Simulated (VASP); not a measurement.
# Ge (C2/m) in VASP: notebook

Ge is run at these levels: PBEsol; tasks: single point.

Program: VASP 6.6.1. These are calculated values, not measurements. Logs are shortened: lines on timing, memory, paths and dates and some standing lists are left out, and cuts for length are marked.

## (1) The cell of the first run

The structure is monoclinic, space group C2/m (No. 12). The conventional cell has a = 6.413 Å, b = 4.046 Å, c = 3.851 Å, α = 90.00°, β = 125.16°, γ = 90.00°. Within 2.7 Å of Ge (site symmetry m) lie 4 Ge at 2.07 to 2.52 Å.

## (2) Single point, PBEsol (strained and its atoms moved)

Input file INCAR:

```
ALGO = Normal
EDIFF = 1E-6
ENCUT = 520
GGA = PS
ISIF = 2
ISMEAR = 0
LASPH = True
LCHARG = False
LREAL = False
LWAVE = False
NBANDS = 21
NELM = 100
PREC = Accurate
SIGMA = 0.1
```

Input file KPOINTS:

```
k-points
0
Gamma
  12 12 12
```

Input file POSCAR:

```
Ge
1.0
    0.0569714278      2.7230871528      2.7230871528
    2.6507837916     -0.0404514110      2.8205099916
    2.6507837916      2.8205099916     -0.0404514110
Ge
2
Direct
    0.5147537205      0.5155824531      0.5155824531
    0.7352462795      0.7344175469      0.7344175469
```

Potentials or basis: VASP PAW PBE potentials, release 64 (Ge_d).

Launch:

```console
> cat potpaw_PBE.64/Ge_d/POTCAR > POTCAR
> mpirun -np 1 vasp_std > vasp.out
```

OUTCAR:

```text
EDIFF = 1E-6
   ENCUT = 520
   GGA = PS
   ISIF = 2
   ISMEAR = 0
   LASPH = True
   LREAL = False
   NELM = 100
   PREC = Accurate

 ion  position               nearest neighbor table
   1  0.515  0.516  0.516-   2 2.07   2 2.41   2 2.52   2 2.52
   2  0.735  0.734  0.734-   1 2.07   1 2.41   1 2.52   1 2.52

  LATTYP: Found a base centered monoclinic cell.
 ALAT       =     6.4130956981
 B/A-ratio  =     0.6308981820
 C/A-ratio  =     0.6005599096
 COS(beta)  =    -0.5759009738

  Lattice vectors:

 A1 = (   2.5938123638,  -2.7635385638,   0.0974228388)
 A2 = (   2.5938123638,   0.0974228388,  -2.7635385638)
 A3 = (   0.0569714278,   2.7230871528,   2.7230871528)

Analysis of symmetry for initial positions (statically):
=====================================================================
 Subroutine PRICEL returns:
 Original cell was already a primitive cell.

 Routine SETGRP: Setting up the symmetry group for a
 base centered monoclinic supercell.

 Subroutine GETGRP returns: Found  4 space group operations
 (whereof  2 operations were pure point group operations)
 out of a pool of  4 trial point group operations.

The static configuration has the point symmetry C_1h.
 The point group associated with its full space group is C_2h.

Analysis of symmetry for dynamics (positions and initial velocities):
=====================================================================
 Subroutine PRICEL returns:
 Original cell was already a primitive cell.

 Routine SETGRP: Setting up the symmetry group for a
 base centered monoclinic supercell.

 Subroutine GETGRP returns: Found  4 space group operations
 (whereof  2 operations were pure point group operations)
 out of a pool of  4 trial point group operations.

The dynamic configuration has the point symmetry C_1h.
 The point group associated with its full space group is C_2h.

 Subroutine INISYM returns: Found  4 space group operations
 (whereof  2 operations are pure point group operations),
 and found     1 'primitive' translations

----------------------------------------------------------------------------------------

                                     Primitive cell

  volume of cell :      40.8495

  direct lattice vectors                    reciprocal lattice vectors
     0.056971428  2.723087153  2.723087153    -0.194705880  0.185651912  0.185651912
[... 82 lines left out ...]
   LSORBIT =      F    spin-orbit coupling
   LASPH  =      T    aspherical Exc in radial PAW
   ENCUT  =  520.0 eV  38.22 Ry    6.18 a.u.   7.16  7.20  7.20*2*pi/ulx,y,z
   NELM   =    100;   NELMIN=  2; NELMDL= -5     # of ELM steps
   EDIFF  = 0.1E-05   stopping-criterion for ELM
   LREAL  =      F    real-space projection
   EDIFFG = 0.1E-04   stopping-criterion for IOM
   NSW    =      0    number of steps for IOM
   IBRION =     -1    ionic relax: 0-MD 1-quasi-New 2-CG
   NFREE  =      0    steps in history (QN), initial steepest desc. (CG)
   ISIF   =      2    stress and relaxation
   ISYM   =      2    0-nonsym 1-usesym 2-fastsym
   POTIM  = 0.5000    time-step for ionic-motion
   TEBEG  =    0.0;   TEEND  =   0.0 temperature during run
   PSTRESS=    0.0 pullay stress
   NELECT =      28.0000    total number of electrons
   NUPDOWN=      -1.0000    fix difference up-down
   EMIN   =  10.00;   EMAX   =-10.00  energy-range for DOS
   EFERMI =   0.00;   METHOD = LEGACY
   ISMEAR =     0;   SIGMA  =   0.10  broadening in eV -4-tet -1-fermi 0-gaus
   EFERMI_NEDOS =   21; number of points for ismear=-14 and -15
   IALGO  =     38    algorithm
   IMIX   =      4    mixing-type and parameters
     AMIX     =   0.40;   BMIX     =  1.00
     AMIX_MAG =   1.60;   BMIX_MAG =  1.00
  volume/ion in A,a.u.               =      20.42       137.83
  Fermi-wavevector in a.u.,A,eV,Ry     =   1.443439  2.727705 28.347973  2.083517
  Thomas-Fermi vector in A             =   2.561847
   LORBIT       =      0    0 simple, 1 ext, 2 COOP (PROOUT), +10 PAW based schemes
   GGA     = PS    functional components
   LHFCALC =     F    Hartree Fock is set to
   AEXX    =    0.0000 exact exchange contribution
   IVDW    =     0    specifies the selected vdW correction
   LEPSILON=     F    determine dielectric tensor
   LRPA    =     F    only Hartree local field effects (RPA)
 non-spin polarized calculation
 Gauss-broadening in eV      SIGMA  =   0.10
  energy-cutoff  :      520.00
  volume of cell :       40.85
 maximum number of plane-waves:      1116
 NGX is ok and might be reduce to    30
   NGX = 15   NGY = 15   NGZ = 15

 number of electron      28.0000001 magnetization

 Free energy of the ion-electron system (eV)
  ---------------------------------------------------
  ext. energy  EPLUGINS =         0.00000000
  ---------------------------------------------------
  free energy    TOTEN  =        -8.88599251 eV

  energy without entropy =       -8.88491662  energy(sigma->0) =       -8.88545456

 E-fermi :   5.9887     XC(G=0): -10.6401

 val. band max:        5.9470977812   @ k =   0.0000   0.2500  -0.0000
 cond. band min:       6.0240444658   @ k =   0.0833   0.0833   0.0000
 fundamental gap:      0.0769466846
 Fermi energy:         5.9887155191

 k-point     1 :       0.0000    0.0000    0.0000
  band No.  band energies     occupation
      1     -19.4540      2.00000
      2     -19.1940      2.00000
      3     -19.1795      2.00000
      4     -19.1292      2.00000
      5     -19.0858      2.00000
      6     -18.9220      2.00000
[... 565 lines left out ...]
     20      15.6862      0.00000
     21      16.3254      0.00000

 [... further k-points ...]

------------------------ aborting loop because EDIFF is reached ----------------------------------------

  FORCE on cell =-STRESS in cart. coord.  units (eV):
  Direction    XX          YY          ZZ          XY          YZ          ZX
  --------------------------------------------------------------------------------------
  -------------------------------------------------------------------------------------
  Total        4.3387287      3.6148266      3.6148266      2.8068557      4.3858509      2.8068556
  in kB      170.1712548    141.7787593    141.7787593    110.0889639    172.0194564    110.0889632
  external PRESSURE =     151.2429245 kB  Pullay stress =       0.0000000 kB

 VOLUME and BASIS-vectors are now :
 -----------------------------------------------------------------------------
  energy-cutoff  :      520.00
  volume of cell :       40.85
      direct lattice vectors                 reciprocal lattice vectors
     0.056971428  2.723087153  2.723087153    -0.194705880  0.185651912  0.185651912
     2.650783792 -0.040451411  2.820509992     0.190715794 -0.176761469  0.172771383
     2.650783792  2.820509992 -0.040451411     0.190715794  0.172771383 -0.176761469

 POSITION                                       TOTAL-FORCE (eV/Angst)
 -----------------------------------------------------------------------------------
      2.76272      2.83507      2.83507        -3.852427     -3.439864     -3.439864
      3.93545      4.04386      4.04386         3.852427      3.439864      3.439864
 -----------------------------------------------------------------------------------
    total drift:                               -0.000000     -0.000000      0.000000

  FREE ENERGIE OF THE ION-ELECTRON SYSTEM (eV)
  ---------------------------------------------------
  free  energy   TOTEN  =        -8.8859925057 eV

  energy  without entropy=       -8.8849166217  energy(sigma->0) =       -8.88545456
```

stdout:

```text
POSCAR found type information on POSCAR Ge
 POSCAR found :  1 types and       2 ions
 scaLAPACK will be used
 -----------------------------------------------------------------------------
|                                                                             |
|                                                                             |
|     You enforced a specific xc type in the INCAR file but a different       |
|     I HOPE YOU KNOW WHAT YOU ARE DOING!                                     |
|                                                                             |
 -----------------------------------------------------------------------------

 LDA part: xc-table for (Slater+PW92), standard interpolation
 POSCAR, INCAR and KPOINTS ok, starting setup
 FFT: planning ... GRIDC
 FFT: planning ... GRID_SOFT
 FFT: planning ... GRID
 WAVECAR not read
 entering main loop
```

Wall time 2.4 min (1 thread of Intel Xeon 6975P-C (Granite Rapids), shared host); peak memory 0.41 GiB.

Results:

| Item | Value |
| --- | --- |
| Free energy | -8.8860 eV |
| Pressure | 15.1 GPa |
| Largest force | 6.205 eV/Å |
| Band gap on the k mesh | zero (bands 14 and 15 overlap by 1.06 eV) |

Forces in eV/Å, atoms in the order of the input:
```
Ge  -3.852 -3.440 -3.440
Ge   3.852  3.440  3.440
```

Levels at points of the mesh, in eV from the Fermi level:
| k point | band 12 | band 13 | band 14 | band 15 | band 16 | band 17 |
| --- | --- | --- | --- | --- | --- | --- |
| (0.00, 0.00, 0.00) | -1.61 | 0.61 | 0.62 | 1.02 | 1.48 | 2.04 |
| (0.50, 0.00, 0.00) | -7.90 | -2.32 | -1.29 | -0.42 | 1.78 | 5.05 |
| (0.00, 0.50, 0.00) | -7.72 | -2.53 | -0.39 | 0.24 | 2.48 | 4.70 |
| (0.50, 0.50, 0.00) | -9.00 | -3.49 | -3.09 | -0.18 | 1.20 | 9.60 |
| (0.00, 0.50, 0.50) | -8.30 | -3.96 | -3.68 | -0.27 | 0.29 | 9.88 |
| (0.50, 0.50, 0.50) | -9.82 | -1.89 | -1.41 | 0.86 | 3.56 | 4.88 |

Caveat: the cell differs from its parent crystal (strained and its atoms moved); the cell stands under pressure; the PAW data sets were made with another functional, which shifts forces and pressure a little.

## (3) Single point, PBEsol (strained and its atoms moved)

Input file INCAR:

```
SYSTEM = Ge
ALGO     = Normal         ! electronic algorithm
EDIFF    = 1E-6           ! SCF threshold, eV
ENCUT    = 520            ! plane-wave cutoff, eV
GGA      = PS             ! functional
ISIF     = 2              ! what is computed and relaxed
ISMEAR   = 0              ! smearing method
LASPH    = .TRUE.         ! aspherical terms in the spheres
LCHARG   = .FALSE.        ! write CHGCAR
LREAL    = .FALSE.        ! projectors in reciprocal space
LWAVE    = .FALSE.        ! write WAVECAR
NBANDS   = 21             ! bands
NELM     = 80             ! most SCF steps
PREC     = Accurate       ! precision mode
SIGMA    = 0.1            ! smearing width, eV
```

Input file KPOINTS:

```
k-points
0
G
  12 12 12
  0 0 0
```

Input file POSCAR:

```
Ge
1.0
   -0.0010183572      2.9005076072      2.9429391572
    2.9005076072     -0.0010183572      2.9429391572
    2.8813851220      2.8813851220      0.0181041280
Ge
2
Direct
    0.5360006460      0.5360006460      0.5002375945
    0.7139993540      0.7139993540      0.7497624055
```

Potentials or basis: VASP PAW PBE potentials, release 64 (Ge_d).

Launch:

```console
> cat potpaw_PBE.64/Ge_d/POTCAR > POTCAR
> mpirun -np 1 vasp_std > vasp.out
```

Run time: 6.3 min. Hardware: 1 thread of Intel Xeon Platinum 8488C (Sapphire Rapids), shared host; peak memory 0.47 GiB.

It converged, with:

```yaml
Free_energy: -8.1831 eV
Pressure: 6.5 GPa
Largest_force: 7.862 eV/Å
Band_gap_on_the_k_mesh: zero (bands 14 and 15 overlap by 1.41 eV)
```

Forces on the atoms (eV/Å):
```
Ge  -4.434 -4.434 -4.743
Ge   4.434  4.434  4.743
```

Stress tensor (GPa, compression positive):
```
 8.33 15.46 11.82
15.46  8.33 11.82
11.82 11.82  2.94
```

Levels at points of the mesh, in eV from the Fermi level:
```tsv
k point	band 10	band 11	band 12	band 13	band 14	band 15	band 16	band 17	band 18	band 19
(0.00, 0.00, 0.00)	-24.54	-12.57	-2.12	-0.73	0.85	0.95	1.44	1.94	4.59	5.81
(0.50, 0.00, 0.00)	-24.53	-11.24	-6.19	-2.45	-0.84	0.11	1.42	5.26	6.40	8.80
(0.50, 0.50, 0.00)	-24.52	-10.40	-7.16	-3.16	-2.51	-0.56	1.84	8.16	8.75	10.09
(0.00, 0.00, 0.50)	-24.49	-10.90	-7.26	-2.15	-0.45	0.25	1.47	5.59	6.63	9.30
(0.50, 0.00, 0.50)	-24.48	-10.05	-7.91	-2.65	-2.50	-0.39	1.25	8.57	8.93	9.87
(0.50, 0.50, 0.50)	-24.48	-9.83	-9.25	-1.62	-0.89	1.13	3.64	4.94	7.46	7.60
```

Caveat: the cell differs from its parent crystal (strained and its atoms moved); the cell stands under pressure; the PAW data sets were made with another functional, which shifts forces and pressure a little.
